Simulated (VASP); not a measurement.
Write the native input for VASP 6.6.1 that does the following.

- Task: single point
- Functional: PBE
- Dispersion: D4
- Potentials or basis: VASP PAW PBE potentials, release 64 (H, Pb_d, N, O)
- Cutoff: 520 eV
- k mesh: 3 × 5 × 3
- Occupations: fermi-dirac, width 0.05 eV
- Spin: no spin polarisation
- Dipole correction: no
- Further INCAR settings: ALGO = Normal; EDIFF = 1e-06; NBANDS = 57

The structure of HPbNO4 lies in POSCAR:

```
HPbNO4
1.0
    6.8681652798      0.0000000000      0.0072257885
    0.0000000000      4.1374160044      0.0000000000
   -3.3879912137      0.0000000000      7.1325623107
H Pb N O
2 2 2 8
Direct
    0.2233858843      0.7500000000      0.5111195611
    0.7766141157      0.2500000000      0.4888804389
    0.2985698238      0.2500000000      0.2793821182
    0.7014301762      0.7500000000      0.7206178818
    0.2175763217      0.7500000000      0.8377929526
    0.7824236783      0.2500000000      0.1622070474
    0.3280561999      0.7500000000      0.4560443117
    0.4118948190      0.7500000000      0.8738236687
    0.1571608374      0.7500000000      0.9694519307
    0.0735804986      0.7500000000      0.6685971393
    0.6719438001      0.2500000000      0.5439556883
    0.5881051810      0.2500000000      0.1261763313
    0.8428391626      0.2500000000      0.0305480693
    0.9264195014      0.2500000000      0.3314028607
```

The input as run:

INCAR

```
SYSTEM = HPbNO4
PREC     = Accurate       ! precision mode
ENCUT    = 520            ! plane-wave cutoff, eV
EDIFF    = 1E-6           ! SCF threshold, eV
ISMEAR   = -1             ! smearing method
SIGMA    = 0.05           ! smearing width, eV
LREAL    = .False.        ! projectors in reciprocal space
LASPH    = .True.         ! aspherical terms in the spheres
NELM     = 80             ! most SCF steps
ALGO     = Normal         ! electronic algorithm
ISIF     = 2              ! what is computed and relaxed
LWAVE    = .False.        ! write WAVECAR
LCHARG   = .False.        ! write CHGCAR
GGA      = PE             ! functional
IVDW     = 13             ! dispersion correction
NBANDS   = 57             ! bands
```

KPOINTS

```
Automatic mesh
0
Gamma
  3 5 3
  0 0 0
```

Potentials or basis: VASP PAW PBE potentials, release 64 (H, Pb_d, N, O).

The run is started by

```console
$ cat potpaw_PBE.64/H/POTCAR potpaw_PBE.64/Pb_d/POTCAR potpaw_PBE.64/N/POTCAR potpaw_PBE.64/O/POTCAR > POTCAR
$ mpirun -np 1 vasp_std > vasp.out
```

Results of the run:

```json
{"Pressure": "0.6 GPa", "Largest force": "0.481 eV/Å", "Band gap on the k mesh": "3.00 eV (least direct gap 3.13 eV)", "Dispersion energy per atom": "-0.123 eV"}
```

Caveat: the standard files for N, O and F lose accuracy on very short bonds; spin-orbit coupling is left out, which moves the levels of the heavy elements; an odd mesh through Γ misses points on the zone boundary, where band edges can lie.

Run time: 5 min on 1 thread of Intel Xeon 8259CL, with other jobs on the host, peak memory 0.41 GiB.
